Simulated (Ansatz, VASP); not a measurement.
# One calculation of Al2O, two programs

INCAR

```
SYSTEM = Al2O
ALGO = Normal
EDIFF = 1E-6
ENCUT = 520
GGA = PE
ISIF = 2
ISMEAR = 0
LASPH = .TRUE.
LCHARG = .FALSE.
LREAL = .FALSE.
LWAVE = .FALSE.
NBANDS = 21
NELM = 60
PREC = Accurate
SIGMA = 0.1
```

The input KPOINTS:

```
k-points
0
G
  4 4 4
  0 0 0
```

POSCAR

```
Al2O
1.0
    4.6023649400      0.0000000000      0.0000000000
    0.0000000000      4.6023649400      0.0000000000
    0.0000000000      0.0000000000      4.0957908400
Al O
4 2
Direct
    0.0000000000      0.0000000000      0.2500000000
    0.0000000000      0.0000000000      0.7500000000
    0.0000000000      0.5000000000      0.5000000000
    0.5000000000      0.0000000000      0.0000000000
    0.5000000000      0.5000000000      0.0000000000
    0.5000000000      0.5000000000      0.5000000000
```

Input for Ansatz:

```yaml
crystal:
  lattice:
    - [4.60236494, 0.0, 0.0]
    - [0.0, 4.60236494, 0.0]
    - [0.0, 0.0, 4.09579084]
  atoms:
    - { symbol: Al, position: [0.0, 0.0, 0.25] }
    - { symbol: Al, position: [0.0, 0.0, 0.75] }
    - { symbol: Al, position: [0.0, 0.5, 0.5] }
    - { symbol: Al, position: [0.5, 0.0, 0.0] }
    - { symbol: O, position: [0.5, 0.5, 0.0] }
    - { symbol: O, position: [0.5, 0.5, 0.5] }
basis:
  ecutwfc: 420
kpoints:
  mp_grid: { grid: [4, 4, 4] }
hamiltonian:
  xc: pbe
scf:
  occupations: { method: gaussian, width: 0.1 }
  lower_state_search: "off"
output:
  forces: true
  stress: true
  eigenvalues: true
```

Alike in both runs: task single point; functional PBE; k mesh 4 × 4 × 4; occupations gaussian, width 0.1 eV; no spin polarisation.

|  | VASP | Ansatz |
| --- | --- | --- |
| version | VASP 6.6.1 | Ansatz 0.2.0 |
| potentials or method | VASP PAW PBE potentials, release 64 (Al, O), cutoff 520 eV | scalar-relativistic, plane waves, PAW |
| valence electrons in the cell | 24 | 24 |

```csv
,VASP,Ansatz,Ansatz less VASP
gap on the k mesh at the Fermi level (eV),none,none,-
pressure (GPa),16.0,15.9,-0.02
"traceless stress, the component that is largest in VASP (GPa)",30.12,29.99,-0.130
```

A gap of «none» marks a metal or a gap that the smearing closes.

The k mesh is coarse, so the values compare programs but aren't converged.
